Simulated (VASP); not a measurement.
Runs of VASP 6.6.1 on Si3O2. The structure is that of space group P4/mmm (No. 123), or close to it. The cells are those of the table. 

| task | spin | cell | k mesh | cutoff (eV) | gap on the mesh (eV) | pressure (GPa) | moment (μB) | largest force (eV/Å) |
| --- | --- | --- | --- | --- | --- | --- | --- | --- |
| single point | off | a = 2.775, b = 2.775, c = 8.412 Å, 5 atoms | 14 × 14 × 6 | 520 | none | 0.1 | - | (a) |
| relaxation of cell and atoms | off | relaxed from a = 2.825, b = 2.825, c = 8.556 Å, 5 atoms | 6 × 6 × 2 | 600 | none | 0.2 | - | 0.02 |
| single point | collinear, ferromagnetic start | a = 2.825, b = 2.825, c = 8.556 Å, 5 atoms | 6 × 6 × 2 | 520 | none | 28.1 | 0.00 | 15.53 |
| single point | off | a = 2.825, b = 2.825, c = 8.556 Å, 5 atoms | 6 × 6 × 2 | 520 | none | 28.1 | - | 15.53 |
| single point | off | a = 2.768, b = 2.768, c = 8.393 Å, 5 atoms | 6 × 6 × 2 | 520 | none | 0.0 | - | 0.04 |
| single point | collinear, ferromagnetic start | a = 2.768, b = 2.768, c = 8.393 Å, 5 atoms | 6 × 6 × 2 | 520 | none | 0.0 | 0.00 | 0.04 |

Alike in all rows: level PBE; potentials or basis VASP PAW PBE potentials, release 64 (Si, O); smearing gaussian 0.1 eV.

Task: Estimate the missing entries.

Result: (a) 0.03.

Caveats: some runs use coarse meshes; forces of over 1 eV/Å act on the atoms, so gaps and moduli don't describe the material at rest (some runs).

A gap of «none» marks levels without a gap at the run's occupations.
